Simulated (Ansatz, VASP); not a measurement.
**TiO2 in VASP and in Ansatz**

```
CELL_PARAMETERS angstrom
4.59400 0.00000 0.00000
0.00000 4.59400 0.00000
0.00000 0.00000 2.87023
ATOMIC_POSITIONS crystal
Ti 0.00000 0.00000 0.00000
Ti 0.50000 0.50000 0.50000
O 0.30281 0.30281 0.00000
O 0.19719 0.80281 0.50000
O 0.69719 0.69719 0.00000
O 0.80281 0.19719 0.50000
```

Change from the starting cell: z stretched by -3 %, ions relaxed.

Alike in both runs: functional PBE; k mesh 7 × 7 × 10; occupations fermi-dirac, width 0.02 eV; no spin polarisation.

Ansatz relaxed the structure, and its values are those at the end. VASP's run is a single point on that final structure, the one shown.

|  | VASP | Ansatz |
| --- | --- | --- |
| version | VASP 6.6.1 | Ansatz 0.2.0 |
| potentials or method | VASP PAW PBE potentials, release 64 (Ti_sv, O) | plane-wave PAW, scalar-relativistic |
| plane-wave cutoff (eV) | 520 | 420 |
| valence electrons in the cell | 48 | 48 |

|  | VASP | Ansatz | Ansatz less VASP |
| --- | --- | --- | --- |
| gap on the k mesh at the Fermi level (eV) | 1.90 | 1.93 | +0.026 |
| pressure (GPa) | 14.5 | 13.8 | -0.72 |
| rms of the force components (eV/Å) | 0.016 | 0.001 | -0.0152 |

The functional is the same, so the differences come from potentials, cutoffs and numerics. Ansatz's warnings: stress scf threshold loose.
